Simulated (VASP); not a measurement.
A run of VASP 6.6.1:

Contents of INCAR:

```
PREC = Accurate
ENCUT = 520
EDIFF = 1E-6
ISMEAR = 0
SIGMA = 0.01
LREAL = F
LASPH = T
NELM = 80
ALGO = Normal
ISIF = 2
LWAVE = F
LCHARG = F
GGA = PS
NBANDS = 35
```

KPOINTS

```
Automatic mesh
0
Gamma
  8 8 2
```

POSCAR

```
WS2
1.0
    3.1461701611      0.0000000000      0.0000000000
   -1.5730850806      2.7246632841      0.0000000000
    0.0000000000      0.0000000000     12.6934734161
W S
2 4
Direct
    0.3333333333      0.6666666667      0.2500000000
    0.6666666667      0.3333333333      0.7500000000
    0.3333333333      0.6666666667      0.6265002607
    0.6666666667      0.3333333333      0.1265002607
    0.3333333333      0.6666666667      0.8734997393
    0.6666666667      0.3333333333      0.3734997393
```

Potentials or basis: VASP PAW PBE potentials, release 64 (W_sv, S).

Command:

```console
$ cat potpaw_PBE.64/W_sv/POTCAR potpaw_PBE.64/S/POTCAR > POTCAR
$ mpirun -np 1 vasp_std > vasp.out
```

Hardware: 1 thread of Intel(R) Xeon(R) 6975P-C (Granite Rapids), on a shared host.

**Question.** How long does it take, and how much memory?

**Answer.** It took 29 s on 1 thread of Intel(R) Xeon(R) 6975P-C (Granite Rapids), with other jobs on the host, peak memory 0.24 GiB. Counts: scf iterations 15, k points 20.
